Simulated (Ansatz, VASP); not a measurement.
## One calculation of SrO, two programs

```xyz
2
Lattice="0.0000 2.5799 2.6348 2.5799 0.0000 2.6348 2.5799 2.5799 0.0000" Properties=species:S:1:pos:R:3 pbc="T T T"
Sr    0.0000    0.0000    0.0000
O     2.5799    2.5799    2.6348
```

Change from the starting cell: uniaxial_z strain +2.1%.

Alike in both runs: task single point; functional r2SCAN; k mesh 8 × 8 × 8; no spin polarisation.

|  | VASP | Ansatz |
| --- | --- | --- |
| version | VASP 6.6.1 | Ansatz 0.2.0 |
| potentials or method | VASP PAW PBE potentials, release 64 (Sr_sv, O) | plane waves, PAW |
| plane-wave cutoff (eV) | 520 | 500 |
| occupations | gaussian, width 0.01 eV | fixed |
| valence electrons in the cell | 16 | 16 |

|  | VASP | Ansatz | Ansatz less VASP |
| --- | --- | --- | --- |
| gap on the k mesh at the Fermi level (eV) | 3.71 | 3.76 | +0.050 |
| pressure (GPa) | -1.3 | -1.8 | -0.48 |
| traceless stress, the component that is largest in VASP (GPa) | -1.70 | -1.61 | +0.085 |

VASP's potentials were made for PBE, not for r2SCAN.
